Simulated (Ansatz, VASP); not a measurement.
One calculation of Cs2AgBiBr6, two programs

Contents of INCAR:

```
ALGO     = Normal         # electronic algorithm
EDIFF    = 1E-6           # SCF threshold, eV
ENCUT    = 520            # plane-wave cutoff, eV
GGA      = PS             # functional
ISIF     = 2              # what is computed and relaxed
ISMEAR   = 0              # smearing method
LASPH    = True           # aspherical terms in the spheres
LCHARG   = False          # write CHGCAR
LREAL    = False          # projectors in reciprocal space
LWAVE    = False          # write WAVECAR
NBANDS   = 54             # bands
NELM     = 60             # most SCF steps
PREC     = Accurate       # precision mode
SIGMA    = 0.01           # smearing width, eV
```

KPOINTS

```
k-points
0
Gamma
  3 3 3
```

Contents of POSCAR:

```
Cs2AgBiBr6
1.0
    0.0000000000      5.5784069180      5.5784069180
    5.5784069180      0.0000000000      5.5784069180
    5.5784069180      5.5784069180      0.0000000000
Cs Ag Bi Br
2 1 1 6
Direct
    0.2500000000      0.2500000000      0.2500000000
    0.7500000000      0.7500000000      0.7500000000
    0.5000000000      0.5000000000      0.5000000000
    0.0000000000      0.0000000000      0.0000000000
    0.2505500000      0.7494500000      0.2505500000
    0.2505500000      0.7494500000      0.7494500000
    0.7494500000      0.2505500000      0.7494500000
    0.7494500000      0.2505500000      0.2505500000
    0.2505500000      0.2505500000      0.7494500000
    0.7494500000      0.7494500000      0.2505500000
```

Input for Ansatz:

```yaml
crystal:
  lattice:
    - [0.0, 5.578406917976811, 5.578406917976811]
    - [5.578406917976811, 0.0, 5.578406917976811]
    - [5.578406917976811, 5.578406917976811, 0.0]
  atoms:
    - { symbol: Cs, position: [0.25, 0.25, 0.25] }
    - { symbol: Cs, position: [0.75, 0.75, 0.75] }
    - { symbol: Ag, position: [0.5, 0.5, 0.5] }
    - { symbol: Bi, position: [0.0, 0.0, 0.0] }
    - { symbol: Br, position: [0.25055, 0.74945, 0.25055] }
    - { symbol: Br, position: [0.25055, 0.74945, 0.74945] }
    - { symbol: Br, position: [0.74945, 0.25055, 0.74945] }
    - { symbol: Br, position: [0.74945, 0.25055, 0.25055] }
    - { symbol: Br, position: [0.25055, 0.25055, 0.74945] }
    - { symbol: Br, position: [0.74945, 0.74945, 0.25055] }
basis:
  ecutwfc: 450.0
kpoints:
  mp_grid:
    grid: [3, 3, 3]
hamiltonian:
  xc: pbesol
scf:
  convergence:
    dr2_threshold: 1.0e-07
  occupations:
    method: fixed
output:
  stress: true
```

Alike in both runs: task single point; functional PBEsol; k mesh 3 × 3 × 3; no spin polarisation.

|  | VASP | Ansatz |
| --- | --- | --- |
| version | VASP 6.6.1 | Ansatz 0.2.0 |
| potentials or method | VASP PAW PBE potentials, release 64 (Cs_sv, Ag, Bi_d, Br), cutoff 520 eV | plane waves, PAW |
| occupations | gaussian, width 0.01 eV | fixed |
| valence electrons in the cell | 86 | 94 |

|  | VASP | Ansatz | Ansatz less VASP |
| --- | --- | --- | --- |
| pressure (GPa) | 0.6 | 0.6 | -0.01 |

VASP's potentials were made for PBE, not for PBEsol. VASP's potentials hold 86 valence electrons a cell and Ansatz's 94, so a difference there can come from the potentials and not from the codes. Ansatz's warnings: stress scf threshold loose.

Spin-orbit coupling is off throughout.
